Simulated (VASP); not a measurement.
# HfN (F-43m) in VASP: notebook

HfN is run at these levels: PBEsol; tasks: single point, relaxation of cell and atoms.

Everything below comes from runs of VASP 6.6.1. Logs are shortened: lines on timing, memory, paths and dates and some standing lists are left out, and cuts for length are marked.

## Step 1: The cell of the first run

The structure is cubic, space group F-43m (No. 216). The conventional cell has a = 4.868 Å, b = 4.868 Å, c = 4.868 Å, α = 90.00°, β = 90.00°, γ = 90.00°. Within 2.8 Å of Hf (site symmetry -43m) lie 4 N at 2.11 Å. Within 2.8 Å of N (site symmetry -43m) lie 4 Hf at 2.11 Å.

## Step 2: Single point, PBEsol

Input file INCAR:

```
SYSTEM = HfN
PREC = Accurate
ENCUT = 600
EDIFF = 1E-6
ISMEAR = 1
SIGMA = 0.02
LREAL = .FALSE.
LASPH = .TRUE.
NELM = 120
ALGO = Normal
ISIF = 2
LWAVE = .FALSE.
LCHARG = .FALSE.
GGA = PS
NBANDS = 14
GGA_COMPAT = .FALSE.
```

Input file KPOINTS:

```
regular mesh
0
G
  7 7 7
  0 0 0
```

Input file POSCAR:

```
HfN
1.0
    0.0000000000      2.4340007622      2.4340007622
    2.4340007622      0.0000000000      2.4340007622
    2.4340007622      2.4340007622      0.0000000000
Hf N
1 1
Direct
    0.0000000000      0.0000000000      0.0000000000
    0.2500000000      0.2500000000      0.2500000000
```

Potentials or basis: VASP PAW PBE potentials, release 64 (Hf_pv, N).

Started as:

```bash
$ cat potpaw_PBE.64/Hf_pv/POTCAR potpaw_PBE.64/N/POTCAR > POTCAR
$ mpirun -np 1 vasp_std > vasp.out
```

OUTCAR:

```text
SYSTEM = HfN
   PREC = Accurate
   ENCUT = 600
   EDIFF = 1E-6
   ISMEAR = 1
   LREAL = .FALSE.
   LASPH = .TRUE.
   NELM = 120
   ISIF = 2
   GGA = PS

 ion  position               nearest neighbor table
   1  0.000  0.000  0.000-   2 2.11   2 2.11   2 2.11   2 2.11
   2  0.250  0.250  0.250-   1 2.11   1 2.11   1 2.11   1 2.11

  LATTYP: Found a face centered cubic cell.
 ALAT       =     4.8680015244

  Lattice vectors:

 A1 = (   0.0000000000,   2.4340007622,   2.4340007622)
 A2 = (   2.4340007622,   0.0000000000,   2.4340007622)
 A3 = (   2.4340007622,   2.4340007622,   0.0000000000)

Analysis of symmetry for initial positions (statically):
=====================================================================
 Subroutine PRICEL returns:
 Original cell was already a primitive cell.

 Routine SETGRP: Setting up the symmetry group for a
 face centered cubic supercell.

 Subroutine GETGRP returns: Found 24 space group operations
 (whereof 24 operations were pure point group operations)
 out of a pool of 48 trial point group operations.

The static configuration has the point symmetry T_d .

Analysis of symmetry for dynamics (positions and initial velocities):
=====================================================================
 Subroutine PRICEL returns:
 Original cell was already a primitive cell.

 Routine SETGRP: Setting up the symmetry group for a
 face centered cubic supercell.

 Subroutine GETGRP returns: Found 24 space group operations
 (whereof 24 operations were pure point group operations)
 out of a pool of 48 trial point group operations.

The dynamic configuration has the point symmetry T_d .

 Subroutine INISYM returns: Found 24 space group operations
 (whereof 24 operations are pure point group operations),
 and found     1 'primitive' translations

----------------------------------------------------------------------------------------

                                     Primitive cell

  volume of cell :      28.8398

  direct lattice vectors                    reciprocal lattice vectors
     0.000000000  2.434000762  2.434000762    -0.205423107  0.205423107  0.205423107
     2.434000762  0.000000000  2.434000762     0.205423107 -0.205423107  0.205423107
     2.434000762  2.434000762  0.000000000     0.205423107  0.205423107 -0.205423107

  length of vectors
     3.442196889  3.442196889  3.442196889     0.355803259  0.355803259  0.355803259

  position of ions in fractional coordinates (direct lattice)
     0.000000000  0.000000000  0.000000000
     0.250000000  0.250000000  0.250000000

  ion indices of the primitive-cell ions
   primitive index   ion index
                 1           1
                 2           2

----------------------------------------------------------------------------------------

 KPOINTS: regular mesh

Automatic generation of k-mesh.
 Grid dimensions read from file:
 generate k-points for:    7    7    7

 Generating k-lattice:

  Cartesian coordinates                     Fractional coordinates (reciprocal lattice)
    -0.029346158  0.029346158  0.029346158     0.142857143  0.000000000  0.000000000
     0.029346158 -0.029346158  0.029346158     0.000000000  0.142857143  0.000000000
     0.029346158  0.029346158 -0.029346158     0.000000000  0.000000000  0.142857143

  Length of vectors
     0.050829037  0.050829037  0.050829037

  Shift w.r.t. Gamma in fractional coordinates (k-lattice)
     0.000000000  0.000000000  0.000000000

 Subroutine IBZKPT returns following result:
 ===========================================

 Found     20 irreducible k-points:

 Following reciprocal coordinates:
            Coordinates               Weight
  0.000000  0.000000  0.000000      1.000000
  0.142857  0.000000  0.000000      8.000000
  0.285714  0.000000  0.000000      8.000000
  0.428571  0.000000  0.000000      8.000000
  0.142857  0.142857  0.000000      6.000000
  0.285714  0.142857  0.000000     24.000000
[... 12 lines left out ...]
 -0.428571  0.428571  0.142857     24.000000
 -0.285714  0.428571  0.142857     24.000000
   k-points           NKPTS =     20   k-points in BZ     NKDIM =     20   number of bands    NBANDS=     14
   number of dos      NEDOS =    301   number of ions     NIONS =      2
   total plane-waves  NPLWV =  21952
   dimension x,y,z NGX =    28 NGY =   28 NGZ =   28
   dimension x,y,z NGXF=    56 NGYF=   56 NGZF=   56
   ions per type =               1   1
   NGX,Y,Z   is equivalent  to a cutoff of  13.52, 13.52, 13.52 a.u.
   NGXF,Y,Z  is equivalent  to a cutoff of  27.05, 27.05, 27.05 a.u.
 SYSTEM =  HfN
   PREC   = accura    normal or accurate (medium, high low for compatibility)
   ISTART =      0    job   : 0-new  1-cont  2-samecut
   ICHARG =      2    charge: 1-file 2-atom 10-const
   ISPIN  =      1    spin polarized calculation?
   LNONCOLLINEAR =      F non collinear calculations
   LSORBIT =      F    spin-orbit coupling
   LASPH  =      T    aspherical Exc in radial PAW
   ENCUT  =  600.0 eV  44.10 Ry    6.64 a.u.   6.87  6.87  6.87*2*pi/ulx,y,z
   NELM   =    120;   NELMIN=  2; NELMDL= -5     # of ELM steps
   EDIFF  = 0.1E-05   stopping-criterion for ELM
   LREAL  =      F    real-space projection
   EDIFFG = 0.1E-04   stopping-criterion for IOM
   NSW    =      0    number of steps for IOM
   IBRION =     -1    ionic relax: 0-MD 1-quasi-New 2-CG
   NFREE  =      0    steps in history (QN), initial steepest desc. (CG)
   ISIF   =      2    stress and relaxation
   ISYM   =      2    0-nonsym 1-usesym 2-fastsym
   POTIM  = 0.5000    time-step for ionic-motion
   TEBEG  =    0.0;   TEEND  =   0.0 temperature during run
   PSTRESS=    0.0 pullay stress
   NELECT =      15.0000    total number of electrons
   NUPDOWN=      -1.0000    fix difference up-down
   EMIN   =  10.00;   EMAX   =-10.00  energy-range for DOS
   EFERMI =   0.00;   METHOD = LEGACY
   ISMEAR =     1;   SIGMA  =   0.02  broadening in eV -4-tet -1-fermi 0-gaus
   EFERMI_NEDOS =   21; number of points for ismear=-14 and -15
   IALGO  =     38    algorithm
   IMIX   =      4    mixing-type and parameters
     AMIX     =   0.40;   BMIX     =  1.00
     AMIX_MAG =   1.60;   BMIX_MAG =  1.00
  volume/ion in A,a.u.               =      14.42        97.31
  Fermi-wavevector in a.u.,A,eV,Ry     =   1.316562  2.487941 23.583450  1.733335
  Thomas-Fermi vector in A             =   2.446665
   LORBIT       =      0    0 simple, 1 ext, 2 COOP (PROOUT), +10 PAW based schemes
   GGA     = PS    functional components
   LHFCALC =     F    Hartree Fock is set to
   AEXX    =    0.0000 exact exchange contribution
   IVDW    =     0    specifies the selected vdW correction
   LEPSILON=     F    determine dielectric tensor
   LRPA    =     F    only Hartree local field effects (RPA)
 non-spin polarized calculation
 Methfessel and Paxton  Order N= 1 SIGMA  =   0.02
  energy-cutoff  :      600.00
  volume of cell :       28.84
 maximum number of plane-waves:       975
   NGX = 13   NGY = 13   NGZ = 13

 number of electron      15.0000002 magnetization

 Free energy of the ion-electron system (eV)
  ---------------------------------------------------
  ext. energy  EPLUGINS =         0.00000000
  ---------------------------------------------------
  free energy    TOTEN  =       -22.26113672 eV

  energy without entropy =      -22.26106746  energy(sigma->0) =      -22.26111364

 E-fermi :   5.9109     XC(G=0): -11.5175

 val. band max:        5.6325027294   @ k =  -0.4286   0.2857   0.1429
 cond. band min:       5.9177240458   @ k =  -0.2857   0.2857   0.0000
 fundamental gap:      0.2852213165
 Fermi energy:         5.9109260476

 k-point     1 :       0.0000    0.0000    0.0000
  band No.  band energies     occupation
      1     -25.1668      2.00000
      2     -25.1668      2.00000
      3     -25.1668      2.00000
      4     -10.4277      2.00000
      5       0.2302      2.00000
      6       0.2302      2.00000
      7       0.2302      2.00000
      8       5.1332      2.00000
      9       8.0629      0.00000
     10       8.0629      0.00000
     11      12.5549      0.00000
     12      12.5549      0.00000
     13      12.5549      0.00000
     14      18.2279      0.00000

 k-point     2 :       0.1429    0.0000    0.0000
  band No.  band energies     occupation
      1     -25.2707      2.00000
      2     -25.1800      2.00000
      3     -25.1800      2.00000
      4     -10.1817      2.00000
      5      -0.1381      2.00000
      6       0.3760      2.00000
      7       0.3760      2.00000
      8       6.1376     -0.00000
      9       7.7746      0.00000
     10       7.7746      0.00000
     11      12.0644      0.00000
     12      12.9644      0.00000
     13      12.9644      0.00000
     14      16.7884      0.00000

 k-point     3 :       0.2857    0.0000    0.0000
  band No.  band energies     occupation
      1     -25.4951      2.00000
      2     -25.2095      2.00000
      3     -25.2095      2.00000
      4      -9.6714      2.00000
      5      -0.3736      2.00000
      6       0.6577      2.00000
      7       0.6577      2.00000
      8       7.5838      0.00000
      9       7.6991      0.00000
     10       7.6991      0.00000
     11      11.3197      0.00000
     12      12.7944      0.00000
     13      12.7944      0.00000
     14      14.1912      0.00000

 k-point     4 :       0.4286    0.0000    0.0000
  band No.  band energies     occupation
      1     -25.6667      2.00000
      2     -25.2330      2.00000
      3     -25.2330      2.00000
      4      -9.3182      2.00000
      5      -0.0664      2.00000
      6       0.8214      2.00000
      7       0.8214      2.00000
      8       7.5238      0.00000
      9       8.3595      0.00000
     10       8.3595      0.00000
     11      10.2492      0.00000
     12      11.5344      0.00000
     13      11.5344      0.00000
     14      14.9996      0.00000

 k-point     5 :       0.1429    0.1429    0.0000
  band No.  band energies     occupation
      1     -25.2728      2.00000
      2     -25.2005      2.00000
      3     -25.2005      2.00000
      4     -10.0989      2.00000
      5      -0.3835      2.00000
      6       0.5147      2.00000
      7       0.5147      2.00000
      8       6.3844      0.00000
      9       7.0443      0.00000
     10       8.3548      0.00000
     11      12.6657      0.00000
[... 208 lines left out ...]
 k-point    18 :      -0.4286    0.2857    0.1429
  band No.  band energies     occupation
      1     -25.6088      2.00000
      2     -25.3857      2.00000
      3     -25.2823      2.00000
      4      -9.0395      2.00000
      5      -0.0365      2.00000
      6       0.6025      2.00000
      7       1.5476      2.00000
      8       5.6325      2.00000
      9       7.4602      0.00000
     10       8.9866      0.00000
     11      11.6746      0.00000
     12      12.3153      0.00000
     13      13.1053      0.00000
     14      15.8715      0.00000

 k-point    19 :      -0.4286    0.4286    0.1429
  band No.  band energies     occupation
      1     -25.6264      2.00000
      2     -25.3880      2.00000
      3     -25.3324      2.00000
      4      -8.9150      2.00000
      5      -0.7082      2.00000
      6       1.3385      2.00000
      7       2.0615      2.00000
      8       4.7926      2.00000
      9       7.5122      0.00000
     10       9.4984      0.00000
     11      11.1100      0.00000
     12      12.0225      0.00000
     13      14.7038      0.00000
     14      17.1486      0.00000

 k-point    20 :      -0.2857    0.4286    0.1429
  band No.  band energies     occupation
      1     -25.5913      2.00000
      2     -25.4509      2.00000
      3     -25.3252      2.00000
      4      -8.8824      2.00000
      5      -0.0796      2.00000
      6       0.7642      2.00000
      7       2.0559      2.00000
      8       4.6351      2.00000
      9       7.3887      0.00000
     10       9.1653      0.00000
     11      11.3675      0.00000
     12      12.4386      0.00000
     13      15.3358      0.00000
     14      16.4013      0.00000

------------------------ aborting loop because EDIFF is reached ----------------------------------------

  FORCE on cell =-STRESS in cart. coord.  units (eV):
  Direction    XX          YY          ZZ          XY          YZ          ZX
  --------------------------------------------------------------------------------------
  -------------------------------------------------------------------------------------
  Total       -0.1795701     -0.1795701     -0.1795701      0.0000000     -0.0000000      0.0000000
  in kB       -9.9759095     -9.9759095     -9.9759095      0.0000000     -0.0000000      0.0000000
  external PRESSURE =      -9.9759095 kB  Pullay stress =       0.0000000 kB

 VOLUME and BASIS-vectors are now :
 -----------------------------------------------------------------------------
  energy-cutoff  :      600.00
  volume of cell :       28.84
      direct lattice vectors                 reciprocal lattice vectors
     0.000000000  2.434000762  2.434000762    -0.205423107  0.205423107  0.205423107
     2.434000762  0.000000000  2.434000762     0.205423107 -0.205423107  0.205423107
     2.434000762  2.434000762  0.000000000     0.205423107  0.205423107 -0.205423107

 POSITION                                       TOTAL-FORCE (eV/Angst)
 -----------------------------------------------------------------------------------
      0.00000      0.00000      0.00000        -0.000000     -0.000000     -0.000000
      1.21700      1.21700      1.21700         0.000000      0.000000      0.000000
 -----------------------------------------------------------------------------------
    total drift:                               -0.000000     -0.000000     -0.000000

  FREE ENERGIE OF THE ION-ELECTRON SYSTEM (eV)
  ---------------------------------------------------
  free  energy   TOTEN  =       -22.2611367247 eV

  energy  without entropy=      -22.2610674639  energy(sigma->0) =      -22.26111364
```

It took 18 s on 1 thread of AMD EPYC 7R43 (Zen 3), shared host; peak memory 0.12 GiB.

What came out:

| Property | Result |
| --- | --- |
| Free energy | -22.2611 eV |
| Pressure | -1.0 GPa |
| Band gap on the k mesh | zero (an odd number of electrons rules out a gap without spin polarisation) |

Levels at points of the mesh, in eV from the Fermi level:
```
           k point  band 3  band 4  band 5  band 6  band 7  band 8  band 9  band 10  band 11  band 12
(0.00, 0.00, 0.00)  -31.08  -16.34   -5.68   -5.68   -5.68   -0.78    2.15     2.15     6.64     6.64
```

Caveat: the PAW data sets were made with another functional, which shifts forces and pressure a little; spin-orbit coupling is left out, which moves the levels of the heavy elements.

## Step 3: Relaxation of cell and atoms, PBEsol

This run uses another cell than the first one, of 14.79 Å³/atom.

Input file INCAR:

```
SYSTEM = HfN
  PREC = Accurate
  ENCUT = 600
  EDIFF = 1E-7
  ISMEAR = 1
  SIGMA = 0.02
  LREAL = .False.
  LASPH = .True.
  NELM = 120
  ALGO = Normal
  ISIF = 3
  LWAVE = .False.
  LCHARG = .False.
  GGA = PS
  IBRION = 2
  NSW = 80
  EDIFFG = -0.02
  GGA_COMPAT = .False.
  NELMIN = 4
```

Input file KPOINTS:

```
regular mesh
0
Gamma
  7 7 7
  0 0 0
```

Input file POSCAR:

```
HfN
1.0
    0.0000000000      2.4548220000      2.4548220000
    2.4548220000      0.0000000000      2.4548220000
    2.4548220000      2.4548220000      0.0000000000
Hf N
1 1
Direct
    0.0000000000      0.0000000000      0.0000000000
    0.2500000000      0.2500000000      0.2500000000
```

Potentials or basis: VASP PAW PBE potentials, release 64 (Hf_pv, N).

Started as:

```bash
$ cat potpaw_PBE.64/Hf_pv/POTCAR potpaw_PBE.64/N/POTCAR > POTCAR
$ mpirun -np 1 vasp_std > vasp.out
```

Run time: 38 s. Hardware: 1 thread of AMD EPYC 7R43 (Zen 3), shared host; peak memory 0.13 GiB.

The run converged. Its results:

```yaml
Free_energy: -22.2624 eV
Relaxed_volume: 14.36 Å³/atom
Relaxed_cell: a = 3.437 Å, b = 3.437 Å, c = 3.437 Å, α = 60.00°, β = 60.00°, γ = 60.00°
Space_group_after_relaxing_to_0.1_Å: F-43m (No. 216)
Energy_gained_by_relaxing: 8.6 meV/atom
Ionic_steps: 3
Pressure_after_relaxing: -0.1 GPa
Band_gap_on_the_k_mesh: zero (an odd number of electrons rules out a gap without spin polarisation)
```

The path:
| step | energy change (eV) | largest force (eV/Å) | pressure (GPa) | volume (Å³) |
| --- | --- | --- | --- | --- |
| 1 | 0.0000 | 0.0000 | -6.02 | 29.59 |
| 2 | 0.0343 | 0.0000 | 12.01 | 27.27 |
| 3 | -0.0171 | 0.0000 | -0.09 | 28.71 |

Final structure:
```xyz
2
Lattice="0.0000 2.4304 2.4304 2.4304 0.0000 2.4304 2.4304 2.4304 0.0000" Properties=species:S:1:pos:R:3 pbc="T T T"
Hf    0.0000    0.0000    0.0000
N     1.2152    1.2152    1.2152
```

Levels at points of the mesh, in eV from the Fermi level:
| k point | band 5 | band 6 | band 7 | band 8 | band 9 | band 10 |
| --- | --- | --- | --- | --- | --- | --- |
| (0.00, 0.00, 0.00) | -5.70 | -5.70 | -5.70 | -0.77 | 2.16 | 2.16 |

Caveat: the PAW data sets were made with another functional, which shifts forces and pressure a little; spin-orbit coupling is left out, which moves the levels of the heavy elements.
